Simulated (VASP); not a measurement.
Set up this calculation in VASP 6.6.1, as the native input.

| Item | Value |
| --- | --- |
| Task | single point |
| Functional | HSE06 |
| Potentials or basis | VASP PAW PBE potentials, release 64 (K_sv, Br) |
| Cutoff | 520 eV |
| k mesh | 4 × 4 × 4 |
| Occupations | gaussian, width 0.01 eV |
| Spin | no spin polarisation |
| Dipole correction | no |
| Grid for exact exchange (PRECFOCK) | Normal |
| Further INCAR settings | ALGO = Normal; EDIFF = 1e-07; NBANDS = 15 |
| Share of exact exchange | 0.25 |
| Screening parameter | 0.2079 1/Å |

Crystal: KBr.

```
CELL_PARAMETERS angstrom
4.04823 0.00000 0.00000
0.00000 4.04823 0.00000
0.00000 0.00000 3.96078
ATOMIC_POSITIONS crystal
K 0.00000 0.00000 0.00000
Br 0.50000 0.50000 0.50000
```

This cell differs from its parent crystal: epitaxial xy strain +1.8%.

These files were run (other wordings do the same):

POSCAR

```
KBr
1.0
    4.0482255342      0.0000000000      0.0000000000
    0.0000000000      4.0482255342      0.0000000000
    0.0000000000      0.0000000000      3.9607800284
K Br
1 1
Direct
    0.0000000000      0.0000000000      0.0000000000
    0.5000000000      0.5000000000      0.5000000000
```

INCAR.step1

```
SYSTEM = KBr
ALGO = Normal
EDIFF = 1E-5
ENCUT = 520
GGA = PE
ISIF = 2
ISMEAR = 0
LASPH = .True.
LCHARG = .False.
LREAL = .False.
LWAVE = .True.
NBANDS = 15
NELM = 80
PREC = Accurate
SIGMA = 0.01
```

INCAR.step2

```
SYSTEM = KBr
ALGO = Normal
EDIFF = 1E-7
ENCUT = 520
GGA = PE
HFSCREEN = 0.2079
ISIF = 2
ISMEAR = 0
ISTART = 1
LASPH = .True.
LCHARG = .False.
LHFCALC = .True.
LREAL = .False.
LWAVE = .False.
NBANDS = 15
NELM = 80
PREC = Accurate
PRECFOCK = Normal
SIGMA = 0.01
```

KPOINTS

```
k-points
0
Gamma
  4 4 4
  0 0 0
```

Potentials or basis: VASP PAW PBE potentials, release 64 (K_sv, Br).

Command:

```sh
$ cat potpaw_PBE.64/K_sv/POTCAR potpaw_PBE.64/Br/POTCAR > POTCAR
$ cp INCAR.step1 INCAR
$ mpirun -np 1 vasp_std > vasp.out
$ cp INCAR.step2 INCAR
$ mpirun -np 1 vasp_std > vasp.out
```

It gave:

* Pressure: 0.0 GPa
* Band gap on the k mesh: 5.00 eV (least direct gap 5.27 eV)

Caveat: the cell differs from its parent crystal (epitaxial xy strain +1.8%); the PAW data sets were made with another functional, which shifts forces and pressure a little.

It took 5.8 min on 1 thread of Intel(R) Xeon(R) Platinum 8559C (Emerald Rapids), with other jobs on the host, peak memory 0.29 GiB.
